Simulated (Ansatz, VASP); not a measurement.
**Two plane-wave programs on Sc**

```xyz
2
Lattice="3.3088 0.0000 0.0000 -1.6544 2.8655 0.0000 0.0000 0.0000 5.2153" Properties=species:S:1:pos:R:3 pbc="T T T"
Sc    0.0000    1.9103    1.3038
Sc    1.6544    0.9552    3.9115
```

Change from the starting cell: strain -0.0100 x Voigt [0, 0, 1, 0, 0, 0], atoms carried along.

Alike in both runs: task single point; functional PBE; k mesh 18 × 18 × 10; occupations gaussian, width 0.15 eV; no spin polarisation.

```csv
,VASP,Ansatz
version,VASP 6.6.1,Ansatz 0.2.0
potentials or method,"VASP PAW PBE potentials, release 64 (Sc_sv), cutoff 520 eV","scalar-relativistic, plane waves, PAW"
valence electrons in the cell,22,22
```

```csv
,VASP,Ansatz,Ansatz less VASP
gap on the k mesh at the Fermi level (eV),none,none,-
pressure (GPa),-0.1,-0.1,-0.05
"traceless stress, the component that is largest in VASP (GPa)",-0.59,-0.59,-0.003
```

A gap of «none» marks a metal or a gap that the smearing closes.
